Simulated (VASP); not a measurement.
Here is a VASP 6.6.1 calculation.

INCAR

```
PREC = Accurate
ENCUT = 520
EDIFF = 1E-6
ISMEAR = 0
SIGMA = 0.15
LREAL = False
LASPH = True
NELM = 100
ALGO = Fast
ISIF = 2
LWAVE = False
LCHARG = False
GGA = PS
NBANDS = 25
```

File KPOINTS:

```
Automatic mesh
0
Gamma
  12 12 14
```

The input POSCAR:

```
Ti
1.0
    4.4336000000      0.0000000000      0.0000000000
   -2.2168000000      3.8396102302      0.0000000000
    0.0000000000      0.0000000000      2.6864000000
Ti
3
Direct
    0.0000000000      0.0000000000      0.0000000000
    0.3333333333      0.6666666667      0.5000000000
    0.6666666667      0.3333333333      0.5000000000
```

Potentials or basis: VASP PAW PBE potentials, release 64 (Ti_sv).

The run is started by

```console
$ cat potpaw_PBE.64/Ti_sv/POTCAR > POTCAR
$ mpirun -np 1 vasp_std > vasp.out
```

(1) What does it give for the band gap on the k mesh?

(2) Predict the pressure.

Answers

(1) zero (bands 18 and 19 overlap by 0.29 eV).

(2) 9.9 GPa.

Caveat: the cell stands under pressure; the PAW data sets were made with another functional, which shifts forces and pressure a little.
